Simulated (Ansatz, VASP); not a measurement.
# AlAs: VASP beside Ansatz

Contents of POSCAR:

```
AlAs
1.0
    0.0000000000      2.8557080000      2.8557080000
    2.8557080000      0.0000000000      2.8557080000
    2.8557080000      2.8557080000      0.0000000000
Al As
1 1
Direct
    0.0000000000      0.0000000000      0.0000000000
    0.2500000000      0.2500000000      0.2500000000
```

File INCAR.step1:

```
SYSTEM = AlAs
PREC     = Accurate       ! precision mode
ENCUT    = 550            ! plane-wave cutoff, eV
ISMEAR   = -1             ! smearing method
SIGMA    = 0.1            ! smearing width, eV
LREAL    = .False.        ! projectors in reciprocal space
LASPH    = .True.         ! aspherical terms in the spheres
NELM     = 120            ! most SCF steps
NBANDS   = 11             ! bands
GGA      = PE             ! functional
ALGO     = Normal         ! electronic algorithm
EDIFF    = 1E-5           ! SCF threshold, eV
LWAVE    = .True.         ! write WAVECAR
LCHARG   = .False.        ! write CHGCAR
GGA_COMPAT= .False.
```

The input INCAR.step2:

```
SYSTEM = AlAs
PREC     = Accurate       ! precision mode
ENCUT    = 550            ! plane-wave cutoff, eV
EDIFF    = 1E-6           ! SCF threshold, eV
ISMEAR   = -1             ! smearing method
SIGMA    = 0.1            ! smearing width, eV
LREAL    = .False.        ! projectors in reciprocal space
LASPH    = .True.         ! aspherical terms in the spheres
NELM     = 120            ! most SCF steps
ALGO     = Normal         ! electronic algorithm
ISIF     = 2              ! what is computed and relaxed
LWAVE    = .False.        ! write WAVECAR
LCHARG   = .True.         ! write CHGCAR
METAGGA  = R2SCAN         ! meta-GGA
LMIXTAU  = .True.       
LELF     = .True.         ! ELF
LVHAR    = .True.       
NBANDS   = 11             ! bands
ISTART   = 1            
GGA_COMPAT= .False.
```

Contents of KPOINTS:

```
Automatic mesh
0
Gamma
  8 8 8
  0 0 0
```

Input for Ansatz:

```yaml
crystal:
  lattice:
    - [0.0, 2.855708, 2.855708]
    - [2.855708, 0.0, 2.855708]
    - [2.855708, 2.855708, 0.0]
  atoms:
    - { symbol: Al, position: [0.0, 0.0, 0.0] }
    - { symbol: As, position: [0.25, 0.25, 0.25] }
  symmetry: { tolerance: 0.0003 }
kpoints:
  mp_grid: { grid: [8, 8, 8], shift: [0, 0, 0] }
  band_path:
    path:
      - [0.0, 0.0, 0.0]
      - [-0.5, -0.5, 0.0]
      - [-0.375, -0.375, 0.25]
      - [-0.375, 0.0, 0.375]
      - [0.0, 0.0, 0.0]
      - [0.0, 0.0, 0.5]
      - [-0.5, -0.25, 0.25]
      - [-0.5, -0.5, 0.0]
    npoints: 8
magnetization:
  spin_polarized: false
scf:
  occupations: { method: fermi_dirac }
  lower_state_search: "off"
  max_iter: 200
hamiltonian:
  pseudopotentials: { kind: paw }
  xc: r2scan
basis:
  ecutwfc: 500
  fft_grid_basis: typed
output:
  forces: true
  stress: true
  eigenvalues: true
  bader: true
  populations: true
  elf: true
  write_potential: true
  volumetric_format: npy
  dos:
    e_range: [-12, 8]
    de: 0.05
    projected: { site_lists: { Al: [Al], As: [As] } }
checkpoint:
  read: saved_state
```

Alike in both runs: task single point; functional r2SCAN; k mesh 8 × 8 × 8; no spin polarisation.

|  | VASP | Ansatz |
| --- | --- | --- |
| version | VASP 6.6.1 | Ansatz 0.2.0 |
| potentials or method | VASP PAW PBE potentials, release 64 (Al, As), cutoff 550 eV | PAW plane waves |
| occupations | fermi-dirac, width 0.1 eV | fermi-dirac |
| valence electrons in the cell | 8 | 18 |

|  | VASP | Ansatz | Ansatz less VASP |
| --- | --- | --- | --- |
| pressure (GPa) | -1.3 | -1.3 | +0.05 |

VASP's potentials were made for PBE, not for r2SCAN. VASP's potentials hold 8 valence electrons a cell and Ansatz's 18, so a difference there can come from the potentials and not from the codes.
